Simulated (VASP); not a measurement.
Write the native input for VASP 6.6.1 that does the following.

```
Task                   : relaxation of cell and atoms
Functional             : RPBE
Dispersion             : D3(BJ)
Potentials or basis    : VASP PAW PBE potentials, release 64 (Sb)
Cutoff                 : 600 eV
k mesh                 : 12 × 12 × 12
Occupations            : fermi-dirac, width 0.05 eV
Spin                   : no spin polarisation
Dipole correction      : no
Further INCAR settings : ALGO = Normal; EDIFF = 1e-06; IBRION = 2; EDIFFG = -0.01; NSW = 60; ISIF = 3
```

The structure of Sb lies in POSCAR:

```
Sb
1.0
   -1.5765401831      1.5765401831      2.7119384313
    1.5765401831     -1.5765401831      2.7119384313
    1.5765401831      1.5765401831     -2.7119384313
Sb
1
Direct
    0.0000000000      0.0000000000      0.0000000000
```

One way to write it, as run:

INCAR

```
SYSTEM = Sb
ALGO = Normal ; EDIFF = 1E-6
EDIFFG = -0.01 ; ENCUT = 600
GGA = RP ; IBRION = 2
ISIF = 3 ; ISMEAR = -1
IVDW = 12 ; LASPH = .TRUE.
LCHARG = .FALSE. ; LREAL = .FALSE.
LWAVE = .FALSE. ; NELM = 80
NSW = 60 ; PREC = Accurate
SIGMA = 0.05
```

KPOINTS

```
k-points
0
G
  12 12 12
  0 0 0
```

Potentials or basis: VASP PAW PBE potentials, release 64 (Sb).

Command:

```bash
$ cat potpaw_PBE.64/Sb/POTCAR > POTCAR
$ mpirun -np 1 vasp_std > vasp.out
```

Results of the run:

| Property | Result |
| --- | --- |
| Relaxed volume | 19.96 Å³/atom |
| Relaxed cell | a = 3.045 Å, b = 3.045 Å, c = 3.045 Å, α = 119.99°, β = 119.99°, γ = 90.01° |
| Space group after relaxing (to 0.1 Å) | Fm-3m (No. 225) |
| Energy gained by relaxing | 648.1 meV/atom |
| Ionic steps | 22 |
| Pressure after relaxing | 0.0 GPa |
| Band gap on the k mesh | zero (an odd number of electrons rules out a gap without spin polarisation) |
| Dispersion energy per atom | -3.846 eV |

Caveat: the volume moved by over 15 % at a fixed basis, so the end points are rough; the PAW data sets were made with another functional, which shifts forces and pressure a little; spin-orbit coupling is left out, which moves the levels of the heavy elements.

It took 100 s on 1 thread of Intel(R) Xeon(R) 6975P-C (Granite Rapids), with other jobs on the host, peak memory 0.2 GiB.
